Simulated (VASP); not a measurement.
Here is a VASP 6.6.1 calculation.

INCAR

```
SYSTEM = Zn4SeS3
PREC = Accurate ; ENCUT = 520
EDIFF = 1E-7 ; ISMEAR = 0
SIGMA = 0.1 ; LREAL = .FALSE.
LASPH = .TRUE. ; NELM = 60
ALGO = Normal ; ISIF = 2
LWAVE = .FALSE. ; LCHARG = .FALSE.
GGA = PE ; NBANDS = 46
```

File KPOINTS:

```
Automatic mesh
0
G
  4 4 4
  0 0 0
```

File POSCAR:

```
Zn4SeS3
1.0
    5.5155751000      0.0000000000      0.0000000000
    0.0000000000      5.5155751000      0.0000000000
    0.0000000000      0.0000000000      5.5155751000
Zn Se S
4 1 3
Direct
    0.7436060000      0.7436060000      0.7436060000
    0.7436060000      0.2563940000      0.2563940000
    0.2563940000      0.7436060000      0.2563940000
    0.2563940000      0.2563940000      0.7436060000
    0.0000000000      0.0000000000      0.0000000000
    0.5000000000      0.5000000000      0.0000000000
    0.5000000000      0.0000000000      0.5000000000
    0.0000000000      0.5000000000      0.5000000000
```

Potentials or basis: VASP PAW PBE potentials, release 64 (Zn, Se, S).

Command:

```sh
$ cat potpaw_PBE.64/Zn/POTCAR potpaw_PBE.64/Se/POTCAR potpaw_PBE.64/S/POTCAR > POTCAR
$ mpirun -np 1 vasp_std > vasp.out
```

(1) Predict the pressure.

(2) Predict the largest force.

Results:

(1) 0.2 GPa.

(2) 0.004 eV/Å.
